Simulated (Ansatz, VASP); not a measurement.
# One calculation of C, two programs

INCAR

```
SYSTEM = C
PREC     = Accurate       ! precision mode
ENCUT    = 520            ! plane-wave cutoff, eV
EDIFF    = 1E-6           ! SCF threshold, eV
ISMEAR   = 0              ! smearing method
SIGMA    = 0.1            ! smearing width, eV
LREAL    = .False.        ! projectors in reciprocal space
LASPH    = .True.         ! aspherical terms in the spheres
NELM     = 200            ! most SCF steps
ALGO     = Normal         ! electronic algorithm
ISIF     = 2              ! what is computed and relaxed
LWAVE    = .False.        ! write WAVECAR
LCHARG   = .True.         ! write CHGCAR
ISPIN    = 2              ! spin polarisation
MAGMOM   = 1 1 1 1 1 1 1  ! initial moments
LORBIT   = 11             ! projections on sites
LDIPOL   = .True.       
IDIPOL   = 3            
DIPOL    = 0.5 0.5 0.500
GGA      = PE             ! functional
LELF     = .True.         ! ELF
LVHAR    = .True.       
LVACPOTAV= .True.       
NBANDS   = 27             ! bands
GGA_COMPAT= .False.      
NELMDL   = -8
```

Contents of KPOINTS:

```
Automatic mesh
0
Gamma
  6 6 1
  0 0 0
```

POSCAR

```
C
1.0
    4.9121060000      0.0000000000      0.0000000000
   -2.4560520000      4.2540080000      0.0000000000
    0.0000000000      0.0000000000     15.0000000000
C
7
Direct
    0.1666666700      0.8333333300      0.4982149200
    0.6666666700      0.3333333300      0.4982149200
    0.6666666700      0.8333333300      0.4982149200
    0.3333333300      0.1666666700      0.5017850800
    0.3333333300      0.6666666700      0.5017850800
    0.8333333300      0.1666666700      0.5017850800
    0.8333333300      0.6666666700      0.5017850800
```

Input for Ansatz:

```yaml
crystal:
  lattice:
    - [4.912106, 0.0, 0.0]
    - [-2.456052, 4.254008, 0.0]
    - [0.0, 0.0, 15.0]
  atoms:
    - { symbol: C, position: [0.16666667, 0.83333333, 0.49821492], spin: 1.0 }
    - { symbol: C, position: [0.66666667, 0.33333333, 0.49821492], spin: 1.0 }
    - { symbol: C, position: [0.66666667, 0.83333333, 0.49821492], spin: 1.0 }
    - { symbol: C, position: [0.33333333, 0.16666667, 0.50178508], spin: 1.0 }
    - { symbol: C, position: [0.33333333, 0.66666667, 0.50178508], spin: 1.0 }
    - { symbol: C, position: [0.83333333, 0.16666667, 0.50178508], spin: 1.0 }
    - { symbol: C, position: [0.83333333, 0.66666667, 0.50178508], spin: 1.0 }
  periodic: [true, true, false]
basis:
  ecutwfc: 420
kpoints:
  mp_grid: { grid: [6, 6, 1] }
hamiltonian:
  xc: pbe
scf:
  occupations: { method: gaussian, width: 0.1 }
  lower_state_search: "off"
output:
  forces: true
  stress: true
  eigenvalues: true
  populations: true
magnetization:
  spin_polarized: true
```

Alike in both runs: task single point; functional PBE; k mesh 6 × 6 × 1; occupations gaussian, width 0.1 eV; collinear spin.

```csv
,VASP,Ansatz
version,VASP 6.6.1,Ansatz 0.2.0
potentials or method,"VASP PAW PBE potentials, release 64 (C), cutoff 520 eV","scalar-relativistic, plane waves, PAW"
valence electrons in the cell,28,28
```

```csv
,VASP,Ansatz,Ansatz less VASP
gap on the k mesh at the Fermi level (eV),none,none,-
rms of the force components (eV/Å),0.768,0.781,+0.0129
net moment per atom (μB),0.15,0.15,0.000
size of the moment on the site where the two differ most (μB),0.20,0.13,-0.063
```

Site moments also hang on the region over which each program counts them. Atom by atom the forces differ by 0.017 eV/Å (rms over components). A gap of «none» marks a metal or a gap that the smearing closes. With one functional, cell and mesh, what is left measures potentials, basis and numerics. Ansatz's warnings: seeded moment not kept, slab cell height set.
